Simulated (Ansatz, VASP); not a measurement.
HfO2: VASP beside Ansatz

```
CELL_PARAMETERS angstrom
3.25221 0.00000 0.00000
-1.62611 2.81650 0.00000
0.00000 0.00000 5.60170
ATOMIC_POSITIONS crystal
Hf 0.00000 0.00000 0.00000
O 0.33333 0.66667 0.17312
O 0.66667 0.33333 0.82688
```

Alike in both runs: task single point; functional PBE; dispersion D3(BJ); k mesh 12 × 12 × 6; occupations gaussian, width 0.05 eV; no spin polarisation.

```csv
,VASP,Ansatz
version,VASP 6.6.1,Ansatz 0.2.0
potentials or method,"VASP PAW PBE potentials, release 64 (Hf_pv, O), cutoff 520 eV","scalar-relativistic, plane waves, PAW"
valence electrons in the cell,22,38
```

Ansatz gave:

```
pressure (GPa)                                                : -1.5
traceless stress, the component that is largest in VASP (GPa) : 0.05
rms of the force components (eV/Å)                            : 0.000
```

**Question.** What did VASP give for the same quantities?

**Answer.** Pressure (GPa): -3.5; traceless stress, the component that is largest in VASP (GPa): 0.77; rms of the force components (eV/Å): 0.093.

Atom by atom the forces differ by 0.094 eV/Å (rms over components). VASP's potentials hold 22 valence electrons a cell and Ansatz's 38, so a difference there can come from the potentials and not from the codes.

Neither program's run includes spin-orbit coupling.
